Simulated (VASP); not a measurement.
# CdS (F-43m) in VASP: further runs, part 2 of 2

VASP 6.6.1. The steps go on from the part before.

## (5) Single point, PBEsol (volume scaled by 1.06)

INCAR reads:

```
  ALGO = Normal
  EDIFF = 1E-6
  ENCUT = 520
  GGA = PS
  ISIF = 2
  ISMEAR = -1
  LASPH = True
  LCHARG = False
  LREAL = False
  LWAVE = False
  NBANDS = 16
  NELM = 80
  PREC = Accurate
  SIGMA = 0.02
```

KPOINTS reads:

```
k-points
0
Gamma
  7 7 7
```

POSCAR reads:

```
CdS
1.0
    0.0000000000      3.0006730886      3.0006730886
    3.0006730886      0.0000000000      3.0006730886
    3.0006730886      3.0006730886      0.0000000000
Cd S
1 1
Direct
    0.0000000000      0.0000000000      0.0000000000
    0.7500000000      0.7500000000      0.7500000000
```

Potentials or basis: VASP PAW PBE potentials, release 64 (Cd, S).

On the command line:

```bash
$ cat potpaw_PBE.64/Cd/POTCAR potpaw_PBE.64/S/POTCAR > POTCAR
$ mpirun -np 1 vasp_std > vasp.out
```

OUTCAR:

```text
EDIFF = 1E-6
   ENCUT = 520
   GGA = PS
   ISIF = 2
   ISMEAR = -1
   LASPH = True
   LREAL = False
   NELM = 80
   PREC = Accurate

 ion  position               nearest neighbor table
   1  0.000  0.000  0.000-   2 2.60   2 2.60   2 2.60   2 2.60
   2  0.750  0.750  0.750-   1 2.60   1 2.60   1 2.60   1 2.60

  LATTYP: Found a face centered cubic cell.
 ALAT       =     6.0013461772

  Lattice vectors:

 A1 = (   0.0000000000,   3.0006730886,   3.0006730886)
 A2 = (   3.0006730886,   0.0000000000,   3.0006730886)
 A3 = (   3.0006730886,   3.0006730886,   0.0000000000)

Analysis of symmetry for initial positions (statically):
=====================================================================
 Subroutine PRICEL returns:
 Original cell was already a primitive cell.

 Routine SETGRP: Setting up the symmetry group for a
 face centered cubic supercell.

 Subroutine GETGRP returns: Found 24 space group operations
 (whereof 24 operations were pure point group operations)
 out of a pool of 48 trial point group operations.

The static configuration has the point symmetry T_d .

[... 151 lines left out ...]

  energy without entropy =       -6.75213521  energy(sigma->0) =       -6.75213521

 E-fermi :   0.9797     XC(G=0):  -8.9824

 val. band max:        0.5205747347   @ k =   0.0000   0.0000   0.0000
 cond. band min:       1.3471184205   @ k =   0.0000   0.0000   0.0000
 fundamental gap:      0.8265436858
 Fermi energy:         0.9796645080

 k-point     1 :       0.0000    0.0000    0.0000
  band No.  band energies     occupation
      1     -11.3730      2.00000
      2      -6.9336      2.00000
      3      -6.9336      2.00000
      4      -6.9336      2.00000
      5      -6.5537      2.00000
      6      -6.5537      2.00000
[... 357 lines left out ...]
      3      -6.7261      2.00000
      4      -6.5930      2.00000
      5      -6.5377      2.00000
      6      -6.0658      2.00000
[... 8 lines left out ...]
     15      12.5055      0.00000
     16      14.0657      0.00000

------------------------ aborting loop because EDIFF is reached ----------------------------------------

  FORCE on cell =-STRESS in cart. coord.  units (eV):
  Direction    XX          YY          ZZ          XY          YZ          ZX
  --------------------------------------------------------------------------------------
  -------------------------------------------------------------------------------------
  Total       -1.4226014     -1.4226014     -1.4226014      0.0000000      0.0000000      0.0000000
  in kB      -42.1801154    -42.1801154    -42.1801154      0.0000000      0.0000000      0.0000000
  external PRESSURE =     -42.1801154 kB  Pullay stress =       0.0000000 kB

 VOLUME and BASIS-vectors are now :
 -----------------------------------------------------------------------------
  energy-cutoff  :      520.00
  volume of cell :       54.04
      direct lattice vectors                 reciprocal lattice vectors
     0.000000000  3.000673089  3.000673089    -0.166629281  0.166629281  0.166629281
     3.000673089  0.000000000  3.000673089     0.166629281 -0.166629281  0.166629281
     3.000673089  3.000673089  0.000000000     0.166629281  0.166629281 -0.166629281

 POSITION                                       TOTAL-FORCE (eV/Angst)
 -----------------------------------------------------------------------------------
      0.00000      0.00000      0.00000         0.000000      0.000000      0.000000
      4.50101      4.50101      4.50101        -0.000000     -0.000000     -0.000000
 -----------------------------------------------------------------------------------
    total drift:                                0.000000      0.000000      0.000000

  FREE ENERGIE OF THE ION-ELECTRON SYSTEM (eV)
  ---------------------------------------------------
  free  energy   TOTEN  =        -6.7521352076 eV

  energy  without entropy=       -6.7521352075  energy(sigma->0) =       -6.75213521
```

stdout:

```text
POSCAR found type information on POSCAR CdS
 POSCAR found :  2 types and       2 ions
 scaLAPACK will be used
 -----------------------------------------------------------------------------
|                                                                             |
|                                                                             |
|     You enforced a specific xc type in the INCAR file but a different       |
|     I HOPE YOU KNOW WHAT YOU ARE DOING!                                     |
|                                                                             |
 -----------------------------------------------------------------------------

 LDA part: xc-table for (Slater+PW92), standard interpolation
 POSCAR, INCAR and KPOINTS ok, starting setup
 FFT: planning ... GRIDC
 FFT: planning ... GRID_SOFT
 FFT: planning ... GRID
 WAVECAR not read
 entering main loop
```

Wall time 7.1 s (1 thread of Intel Xeon 6975P-C (Granite Rapids), shared host); peak memory 0.18 GiB.

Results:

| Property | Result |
| --- | --- |
| Free energy | -6.7521 eV |
| Pressure | -4.2 GPa |
| Band gap on the k mesh | 0.83 eV, direct |

Caveat: the PAW data sets were made with another functional, which shifts forces and pressure a little.

## (6) Overview

| cell | gap on the mesh (eV) | pressure (GPa) |
| --- | --- | --- |
| a = 4.190 Å, angles 60.0°, 2 atoms | 0.91 | -2.5 |
| a = 4.217 Å, angles 60.0°, 2 atoms | 0.87 | -3.4 |
| a = 4.244 Å, angles 60.0°, 2 atoms | 0.83 | -4.2 |

Alike in all rows: task single point; level PBEsol; potentials or basis VASP PAW PBE potentials, release 64 (Cd, S); no spin polarisation; k mesh 7 × 7 × 7; cutoff (eV) 520; smearing fermi-dirac 0.02 eV.

Caveats: the PAW data sets were made with another functional, which shifts forces and pressure a little.

Total energies depend on the potentials used, so only differences within one code and one set of settings carry meaning.
